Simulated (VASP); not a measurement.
# Ga2O3 (R-3c) in VASP: a series of runs, part 2 of 3

VASP 6.6.1. Earlier steps stand in the parts before.

### Step 3. Single point, r2SCAN (strain +0.000 along x and y, -0.050 along z)

POSCAR reads:

```
Ga2O3
1.0
    2.4923023535      1.4389314347      4.2566332850
   -2.4923023535      1.4389314347      4.2566332850
    0.0000000000     -2.8778628693      4.2566332850
Ga O
4 6
Direct
    0.3554023483      0.3554023483      0.3554023483
    0.1445976517      0.1445976517      0.1445976517
    0.6445976517      0.6445976517      0.6445976517
    0.8554023483      0.8554023483      0.8554023483
    0.5536262452      0.9463737548      0.2500000000
    0.2500000000      0.5536262452      0.9463737548
    0.9463737548      0.2500000000      0.5536262452
    0.4463737548      0.0536262452      0.7500000000
    0.7500000000      0.4463737548      0.0536262452
    0.0536262452      0.7500000000      0.4463737548
```

INCAR.step1 reads:

```
PREC     = Accurate       # precision mode
ENCUT    = 520            # plane-wave cutoff, eV
ISMEAR   = 0              # smearing method
SIGMA    = 0.05           # smearing width, eV
LREAL    = F              # projectors in reciprocal space
LASPH    = T              # aspherical terms in the spheres
NELM     = 60             # most SCF steps
NBANDS   = 55             # bands
GGA      = PE             # functional
ALGO     = Normal         # electronic algorithm
EDIFF    = 1E-4           # SCF threshold, eV
LWAVE    = T              # write WAVECAR
LCHARG   = F              # write CHGCAR
```

INCAR.step2 reads:

```
PREC     = Accurate       # precision mode
ENCUT    = 520            # plane-wave cutoff, eV
EDIFF    = 1E-7           # SCF threshold, eV
ISMEAR   = 0              # smearing method
SIGMA    = 0.05           # smearing width, eV
LREAL    = F              # projectors in reciprocal space
LASPH    = T              # aspherical terms in the spheres
NELM     = 60             # most SCF steps
ALGO     = Normal         # electronic algorithm
ISIF     = 2              # what is computed and relaxed
LWAVE    = F              # write WAVECAR
LCHARG   = T              # write CHGCAR
METAGGA  = R2SCAN         # meta-GGA
LMIXTAU  = T            
LELF     = T              # ELF
LVHAR    = T            
NBANDS   = 55             # bands
ISTART   = 1
```

KPOINTS reads:

```
regular mesh
0
Gamma
  6 6 6
```

Potentials or basis: VASP PAW PBE potentials, release 64 (Ga_d, O).

On the command line:

```console
cat potpaw_PBE.64/Ga_d/POTCAR potpaw_PBE.64/O/POTCAR > POTCAR
cp INCAR.step1 INCAR
mpirun -np 1 vasp_std > vasp.out
cp INCAR.step2 INCAR
mpirun -np 1 vasp_std > vasp.out
```

OUTCAR:

```text
PREC = Accurate
   ENCUT = 520
   EDIFF = 1E-7
   ISMEAR = 0
   LREAL = F
   LASPH = T
   NELM = 60
   ISIF = 2
   METAGGA = R2SCAN
   ISTART = 1

 ion  position               nearest neighbor table
   1  0.355  0.355  0.355-   8 1.91   9 1.91  10 1.91   6 2.03   7 2.03   5 2.03   2 2.69
   2  0.145  0.145  0.145-   8 1.91  10 1.91   9 1.91   7 2.03   6 2.03   5 2.03   1 2.69
   3  0.645  0.645  0.645-   5 1.91   6 1.91   7 1.91   9 2.03  10 2.03   8 2.03   4 2.69
   4  0.855  0.855  0.855-   5 1.91   7 1.91   6 1.91  10 2.03   9 2.03   8 2.03   3 2.69
   5  0.554  0.946  0.250-   3 1.91   4 1.91   1 2.03   2 2.03
   6  0.250  0.554  0.946-   3 1.91   4 1.91   1 2.03   2 2.03
   7  0.946  0.250  0.554-   4 1.91   3 1.91   2 2.03   1 2.03
   8  0.446  0.054  0.750-   1 1.91   2 1.91   3 2.03   4 2.03
   9  0.750  0.446  0.054-   1 1.91   2 1.91   3 2.03   4 2.03
  10  0.054  0.750  0.446-   2 1.91   1 1.91   4 2.03   3 2.03

  LATTYP: Found a trigonal (rhomboedric) cell.
 ALAT       =     5.1381924466
 COS(alpha) =     0.5294446472

  Lattice vectors:

 A1 = (   2.4923023535,   1.4389314347,   4.2566332850)
 A2 = (  -2.4923023535,   1.4389314347,   4.2566332850)
 A3 = (   0.0000000000,  -2.8778628693,   4.2566332850)

Analysis of symmetry for initial positions (statically):
=====================================================================
 Subroutine PRICEL returns:
 Original cell was already a primitive cell.

 Routine SETGRP: Setting up the symmetry group for a
 trigonal (rhombohedral) supercell.

 Subroutine GETGRP returns: Found 12 space group operations
 (whereof  6 operations were pure point group operations)
 out of a pool of 12 trial point group operations.

The static configuration has the point symmetry S_6 .
 The point group associated with its full space group is D_3d.

Analysis of symmetry for dynamics (positions and initial velocities):
=====================================================================
 Subroutine PRICEL returns:
 Original cell was already a primitive cell.

 Routine SETGRP: Setting up the symmetry group for a
 trigonal (rhombohedral) supercell.

 Subroutine GETGRP returns: Found 12 space group operations
 (whereof  6 operations were pure point group operations)
 out of a pool of 12 trial point group operations.

The dynamic configuration has the point symmetry S_6 .
 The point group associated with its full space group is D_3d.

 Subroutine INISYM returns: Found 12 space group operations
 (whereof  6 operations are pure point group operations),
 and found     1 'primitive' translations

----------------------------------------------------------------------------------------

                                     Primitive cell

  volume of cell :      91.5922

  direct lattice vectors                    reciprocal lattice vectors
     2.492302353  1.438931435  4.256633285     0.200617714  0.115826691  0.078309150
    -2.492302353  1.438931435  4.256633285    -0.200617714  0.115826691  0.078309150
     0.000000000 -2.877862869  4.256633285     0.000000000 -0.231653382  0.078309150

  length of vectors
     5.138192447  5.138192447  5.138192447     0.244531414  0.244531414  0.244531414

[... 77 lines left out ...]
 [... further k-points ...]
   k-points           NKPTS =     32   k-points in BZ     NKDIM =     32   number of bands    NBANDS=     55
   number of dos      NEDOS =    301   number of ions     NIONS =     10
   total plane-waves  NPLWV =  64000
   dimension x,y,z NGX =    40 NGY =   40 NGZ =   40
   dimension x,y,z NGXF=    80 NGYF=   80 NGZF=   80
   ions per type =               4   6
   NGX,Y,Z   is equivalent  to a cutoff of  12.94, 12.94, 12.94 a.u.
   NGXF,Y,Z  is equivalent  to a cutoff of  25.88, 25.88, 25.88 a.u.
 SYSTEM =  unknown system
   PREC   = accura    normal or accurate (medium, high low for compatibility)
   ISTART =      1    job   : 0-new  1-cont  2-samecut
   ICHARG =      0    charge: 1-file 2-atom 10-const
   ISPIN  =      1    spin polarized calculation?
   LNONCOLLINEAR =      F non collinear calculations
   LSORBIT =      F    spin-orbit coupling
   LASPH  =      T    aspherical Exc in radial PAW
   ENCUT  =  520.0 eV  38.22 Ry    6.18 a.u.   9.55  9.55  9.55*2*pi/ulx,y,z
   NELM   =     60;   NELMIN=  2; NELMDL=  0     # of ELM steps
   EDIFF  = 0.1E-06   stopping-criterion for ELM
   LREAL  =      F    real-space projection
   EDIFFG = 0.1E-05   stopping-criterion for IOM
   NSW    =      0    number of steps for IOM
   IBRION =     -1    ionic relax: 0-MD 1-quasi-New 2-CG
   NFREE  =      0    steps in history (QN), initial steepest desc. (CG)
   ISIF   =      2    stress and relaxation
   ISYM   =      2    0-nonsym 1-usesym 2-fastsym
   POTIM  = 0.5000    time-step for ionic-motion
   TEBEG  =    0.0;   TEEND  =   0.0 temperature during run
   PSTRESS=    0.0 pullay stress
   NELECT =      88.0000    total number of electrons
   NUPDOWN=      -1.0000    fix difference up-down
   EMIN   =  10.00;   EMAX   =-10.00  energy-range for DOS
   EFERMI =   0.00;   METHOD = LEGACY
   ISMEAR =     0;   SIGMA  =   0.05  broadening in eV -4-tet -1-fermi 0-gaus
   EFERMI_NEDOS =   21; number of points for ismear=-14 and -15
   IALGO  =     38    algorithm
   IMIX   =      4    mixing-type and parameters
     AMIX     =   0.40;   BMIX     =  1.00
     AMIX_MAG =   1.60;   BMIX_MAG =  1.00
  volume/ion in A,a.u.               =       9.16        61.81
  Fermi-wavevector in a.u.,A,eV,Ry     =   1.615411  3.052684 35.505106  2.609552
  Thomas-Fermi vector in A             =   2.710163
   LORBIT       =      0    0 simple, 1 ext, 2 COOP (PROOUT), +10 PAW based schemes
   METAGGA = R2SCAN    functional components
   LHFCALC =     F    Hartree Fock is set to
   AEXX    =    0.0000 exact exchange contribution
   IVDW    =     0    specifies the selected vdW correction
   LEPSILON=     F    determine dielectric tensor
   LRPA    =     F    only Hartree local field effects (RPA)
 non-spin polarized calculation
 Gauss-broadening in eV      SIGMA  =   0.05
  energy-cutoff  :      520.00
  volume of cell :       91.59
 maximum number of plane-waves:      2484
 NGX is ok and might be reduce to    40
   NGX = 19   NGY = 19   NGZ = 19

 number of electron      87.9999987 magnetization

 Free energy of the ion-electron system (eV)
  ---------------------------------------------------
  ext. energy  EPLUGINS =         0.00000000
  ---------------------------------------------------
  free energy    TOTEN  =      -101.95124585 eV

  energy without entropy =     -101.95124585  energy(sigma->0) =     -101.95124585

 E-fermi :   5.0173     XC(G=0): -13.4944

 val. band max:        4.7662279126   @ k =  -0.1667   0.1667   0.0000
 cond. band min:       8.7365850672   @ k =   0.0000   0.0000   0.0000
 fundamental gap:      3.9703571546
 Fermi energy:         5.0172646270

 k-point     1 :       0.0000    0.0000    0.0000
  band No.  band energies     occupation
      1     -15.6326      2.00000
      2     -13.4445      2.00000
      3     -13.4445      2.00000
      4     -13.4407      2.00000
      5     -13.4407      2.00000
      6     -13.2644      2.00000
[... 1381 lines left out ...]
     54      18.0506      0.00000
     55      18.4293      0.00000

 [... further k-points ...]

------------------------ aborting loop because EDIFF is reached ----------------------------------------

  FORCE on cell =-STRESS in cart. coord.  units (eV):
  Direction    XX          YY          ZZ          XY          YZ          ZX
  --------------------------------------------------------------------------------------
  -------------------------------------------------------------------------------------
  Total        5.8322844      5.8322844     13.6828728      0.0000000      0.0000000      0.0000000
  in kB      102.0213247    102.0213247    239.3478639      0.0000000      0.0000000      0.0000000
  external PRESSURE =     147.7968378 kB  Pullay stress =       0.0000000 kB

 VOLUME and BASIS-vectors are now :
 -----------------------------------------------------------------------------
  energy-cutoff  :      520.00
  volume of cell :       91.59
      direct lattice vectors                 reciprocal lattice vectors
     2.492302353  1.438931435  4.256633285     0.200617714  0.115826691  0.078309150
    -2.492302353  1.438931435  4.256633285    -0.200617714  0.115826691  0.078309150
     0.000000000 -2.877862869  4.256633285     0.000000000 -0.231653382  0.078309150

 POSITION                                       TOTAL-FORCE (eV/Angst)
 -----------------------------------------------------------------------------------
      0.00000      0.00000      4.53845        -0.000000      0.000000      0.429230
      0.00000      0.00000      1.84650        -0.000000     -0.000000     -0.429230
      0.00000      0.00000      8.23145        -0.000000     -0.000000     -0.429230
      0.00000      0.00000     10.92340        -0.000000      0.000000      0.429230
     -0.97885      1.43893      7.44911         0.020936      0.000000     -0.000000
     -0.75673     -1.56717      7.44911        -0.010468      0.018131     -0.000000
      1.73557      0.12824      7.44911        -0.010468     -0.018131     -0.000000
      0.97885     -1.43893      5.32079        -0.020936      0.000000     -0.000000
      0.75673      1.56717      5.32079         0.010468     -0.018131     -0.000000
     -1.73557     -0.12824      5.32079         0.010468      0.018131     -0.000000
 -----------------------------------------------------------------------------------
    total drift:                               -0.000000      0.000000      0.000000

  FREE ENERGIE OF THE ION-ELECTRON SYSTEM (eV)
  ---------------------------------------------------
  free  energy   TOTEN  =      -101.9512458488 eV

  energy  without entropy=     -101.9512458488  energy(sigma->0) =     -101.95124585
```

Wall time 35 min (1 thread of Intel Xeon 8259CL, shared host); peak memory 0.29 GiB.

Results:

* Free energy: -101.9512 eV
* Pressure: 14.8 GPa
* Largest force: 0.429 eV/Å
* Band gap on the k mesh: 3.97 eV (least direct gap 4.14 eV)

Forces on the atoms (eV/Å):
```
Ga   0.000  0.000  0.429
Ga   0.000  0.000 -0.429
Ga   0.000  0.000 -0.429
Ga   0.000  0.000  0.429
O    0.021  0.000  0.000
O   -0.010  0.018  0.000
O   -0.010 -0.018  0.000
O   -0.021  0.000  0.000
O    0.010 -0.018  0.000
O    0.010  0.018  0.000
```

Stress tensor (GPa, compression positive):
```
10.20  0.00  0.00
 0.00 10.20  0.00
 0.00  0.00 23.93
```

Caveat: the cell differs from its parent crystal (strain +0.000 along x and y, -0.050 along z); the stress differs along the axes, from 10 to 24 GPa; the PAW data sets were made with another functional, which shifts forces and pressure a little. A k mesh can miss the band edges.

### Step 4. Single point, r2SCAN (strain -0.025 along x and y, +0.000 along z)

POSCAR, as its differences from that of step 3:

```diff
@@ -2,5 +2,5 @@
 1.0
-    2.4923023535      1.4389314347      4.2566332850
-   -2.4923023535      1.4389314347      4.2566332850
-    0.0000000000     -2.8778628693      4.2566332850
+    2.4299947946      1.4029581488      4.4806666158
+   -2.4299947946      1.4029581488      4.4806666158
+    0.0000000000     -2.8059162976      4.4806666158
 Ga O
```

INCAR.step1 reads:

```
SYSTEM = Ga2O3
  ALGO = Normal
  EDIFF = 1E-4
  ENCUT = 520
  GGA = PE
  ISMEAR = 0
  LASPH = .True.
  LCHARG = .False.
  LREAL = .False.
  LWAVE = .True.
  NBANDS = 55
  NELM = 60
  PREC = Accurate
  SIGMA = 0.05
```

INCAR.step2 reads:

```
SYSTEM = Ga2O3
  ALGO = Normal
  EDIFF = 1E-6
  ENCUT = 520
  ISIF = 2
  ISMEAR = 0
  ISTART = 1
  LASPH = .True.
  LCHARG = .False.
  LMIXTAU = .True.
  LREAL = .False.
  LWAVE = .False.
  METAGGA = R2SCAN
  NBANDS = 55
  NELM = 60
  PREC = Accurate
  SIGMA = 0.05
```

KPOINTS reads:

```
k-points
0
Gamma
  6 6 6
  0 0 0
```

On the command line:

```console
cat potpaw_PBE.64/Ga_d/POTCAR potpaw_PBE.64/O/POTCAR > POTCAR
cp INCAR.step1 INCAR
mpirun -np 1 vasp_std > vasp.out
cp INCAR.step2 INCAR
mpirun -np 1 vasp_std > vasp.out
```

Run time: 34 min. Hardware: 1 thread of Intel Xeon 8259CL, shared host; peak memory 0.29 GiB.

The run converged. Its results:

* Free energy: -102.0089 eV
* Pressure: 16.3 GPa
* Largest force: 0.265 eV/Å
* Band gap on the k mesh: 4.12 eV (least direct gap 4.33 eV)

Forces on the atoms (eV/Å):
```
Ga   0.000  0.000 -0.265
Ga   0.000  0.000  0.265
Ga   0.000  0.000  0.265
Ga   0.000  0.000 -0.265
O   -0.063  0.000  0.000
O    0.031 -0.054  0.000
O    0.031  0.054  0.000
O    0.063  0.000  0.000
O   -0.031  0.054  0.000
O   -0.031 -0.054  0.000
```

Stress tensor (GPa, compression positive):
```
19.78  0.00  0.00
 0.00 19.78  0.00
 0.00  0.00  9.31
```

Levels at points of the mesh, in eV from the valence-band top:
```
           k point  band 42  band 43  band 44  band 45  band 46  band 47
(0.00, 0.00, 0.00)    -0.26    -0.21    -0.21     4.12     7.94     8.17
(0.50, 0.00, 0.00)    -1.12    -0.21    -0.21     7.69     7.69     8.09
(0.50, 0.50, 0.00)    -0.77    -0.30    -0.17     7.93     8.10     9.03
(0.50, 0.50, 0.50)    -0.25    -0.25    -0.25     7.22     7.22     9.13
```

Caveat: the cell differs from its parent crystal (strain -0.025 along x and y, +0.000 along z); the stress differs along the axes, from 9 to 20 GPa; the PAW data sets were made with another functional, which shifts forces and pressure a little.

### Step 5. Single point, r2SCAN (strain -0.050 along x and y, -0.050 along z)

POSCAR, as its differences from that of step 4:

```diff
@@ -2,5 +2,5 @@
 1.0
-    2.4299947946      1.4029581488      4.4806666158
-   -2.4299947946      1.4029581488      4.4806666158
-    0.0000000000     -2.8059162976      4.4806666158
+    2.3676872358      1.3669848630      4.2566332850
+   -2.3676872358      1.3669848630      4.2566332850
+    0.0000000000     -2.7339697259      4.2566332850
 Ga O
```

INCAR.step1 is that of step 4.

INCAR.step2 is that of step 4.

KPOINTS is that of step 4.

On the command line:

```console
cat potpaw_PBE.64/Ga_d/POTCAR potpaw_PBE.64/O/POTCAR > POTCAR
cp INCAR.step1 INCAR
mpirun -np 1 vasp_std > vasp.out
cp INCAR.step2 INCAR
mpirun -np 1 vasp_std > vasp.out
```

It took 7.5 min on 1 thread of Intel Xeon Platinum 8559C (Emerald Rapids), shared host; peak memory 0.31 GiB.

The run converged. Its results:

| Property | Result |
| --- | --- |
| Free energy | -100.1800 eV |
| Pressure | 54.5 GPa |
| Largest force | 0.034 eV/Å |
| Band gap on the k mesh | 5.39 eV (least direct gap 5.62 eV) |

Forces in eV/Å, atoms in the order of the input:
```
Ga   0.000  0.000 -0.034
Ga   0.000  0.000  0.034
Ga   0.000  0.000  0.034
Ga   0.000  0.000 -0.034
O   -0.029  0.000  0.000
O    0.015 -0.025  0.000
O    0.015  0.025  0.000
O    0.029  0.000  0.000
O   -0.015  0.025  0.000
O   -0.015 -0.025  0.000
```

Stress tensor (GPa, compression positive):
```
56.81  0.00  0.00
 0.00 56.81  0.00
 0.00  0.00 49.75
```

Levels at points of the mesh, in eV from the valence-band top:
```csv
k point,band 42,band 43,band 44,band 45,band 46,band 47
"(0.00, 0.00, 0.00)",-0.36,-0.23,-0.23,5.39,8.74,9.15
"(0.50, 0.00, 0.00)",-1.20,-0.18,-0.18,8.88,8.88,9.18
"(0.50, 0.50, 0.00)",-0.69,-0.21,-0.13,9.30,9.34,9.84
"(0.50, 0.50, 0.50)",-0.32,-0.32,-0.32,8.34,8.34,10.18
```

Caveat: the cell differs from its parent crystal (strain -0.050 along x and y, -0.050 along z); the stress differs along the axes, from 50 to 57 GPa; the PAW data sets were made with another functional, which shifts forces and pressure a little.

(Continued in part 3 of 3.)
